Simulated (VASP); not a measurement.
Wanted: the native input for a VASP 6.6.1 run.

```
Task                   : relaxation of cell and atoms
Functional             : PBE
Potentials or basis    : VASP PAW PBE potentials, release 64 (Ta_pv, Al)
Cutoff                 : 600 eV
k mesh                 : 10 × 10 × 10
Occupations            : gaussian, width 0.1 eV
Spin                   : no spin polarisation
Dipole correction      : no
Further INCAR settings : ALGO = Fast; EDIFF = 1e-07; IBRION = 2; EDIFFG = -0.01; NSW = 100; ISIF = 3
```

The structure of TaAl4 lies in POSCAR:

```
TaAl4
1.0
   -3.0401858164      3.0401858164      3.0401858164
    3.0401858164     -3.0401858164      3.0401858164
    3.0401858164      3.0401858164     -3.0401858164
Ta Al
1 4
Direct
    0.0000000000      0.0000000000      0.0000000000
    0.5000000000      0.5000000000      0.5000000000
    0.0000000000      0.0000000000      0.5000000000
    0.0000000000      0.5000000000      0.0000000000
    0.5000000000      0.0000000000      0.0000000000
```

The cell was built from a structure type or drawn by symmetry, and may not be a known phase.

The input as run:

INCAR

```
ALGO = Fast
EDIFF = 1E-7
EDIFFG = -0.01
ENCUT = 600
GGA = PE
IBRION = 2
ISIF = 3
ISMEAR = 0
LASPH = True
LCHARG = False
LREAL = False
LWAVE = False
NELM = 80
NSW = 100
PREC = Accurate
SIGMA = 0.1
```

KPOINTS

```
k-points
0
Gamma
  10 10 10
```

Potentials or basis: VASP PAW PBE potentials, release 64 (Ta_pv, Al).

Launch:

```sh
$ cat potpaw_PBE.64/Ta_pv/POTCAR potpaw_PBE.64/Al/POTCAR > POTCAR
$ mpirun -np 1 vasp_std > vasp.out
```

Results of the run:

```
Relaxed volume                        : 22.70 Å³/atom
Relaxed cell                          : a = 5.283 Å, b = 5.283 Å, c = 5.283 Å, α = 109.47°, β = 109.47°, γ = 109.47°
Space group after relaxing (to 0.1 Å) : Im-3m (No. 229)
Energy gained by relaxing             : 0.4 meV/atom
Ionic steps                           : 3
Pressure after relaxing               : 0.0 GPa
Band gap on the k mesh                : zero (an odd number of electrons rules out a gap without spin polarisation)
```

Caveat: spin-orbit coupling is left out, which moves the levels of the heavy elements.

Wall time 110 s on 1 thread of Intel(R) Xeon(R) 6975P-C (Granite Rapids), with other jobs on the host, peak memory 0.33 GiB.
